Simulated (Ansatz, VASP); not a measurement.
**Two plane-wave programs on Hf2H3**

```
CELL_PARAMETERS angstrom
3.53815 0.00000 0.00000
0.00000 3.53815 0.00000
0.00000 0.00000 5.84359
ATOMIC_POSITIONS crystal
Hf 0.50000 0.50000 0.50000
Hf 0.50000 0.50000 0.00000
H 0.50000 0.00000 0.00000
H 0.00000 0.50000 0.00000
H 0.00000 0.00000 0.00000
```

Change from the starting cell: species swapped into the Zr3Cd2 type (Pmmm, No. 47).

Alike in both runs: functional PBE; k mesh 10 × 10 × 6; occupations gaussian, width 0.1 eV; no spin polarisation.

Ansatz relaxed the structure, and its values are those at the end. VASP's run is a single point on that final structure, the one shown.

|  | VASP | Ansatz |
| --- | --- | --- |
| version | VASP 6.6.1 | Ansatz 0.2.0 |
| potentials or method | VASP PAW PBE potentials, release 64 (Hf_pv, H), cutoff 520 eV | scalar-relativistic, plane waves, PAW |
| valence electrons in the cell | 23 | 55 |

VASP gave:

```
gap on the k mesh at the Fermi level (eV) : none
pressure (GPa)                            : -0.1
```

What did Ansatz give for the same quantities?

gap on the k mesh at the Fermi level (eV): none; pressure (GPa): 0.0.

A gap of «none» marks a metal or a gap that the smearing closes. With one functional, cell and mesh, what is left measures potentials, basis and numerics. VASP's potentials hold 23 valence electrons a cell and Ansatz's 55, so a difference there can come from the potentials and not from the codes.

Neither program's run includes spin-orbit coupling.
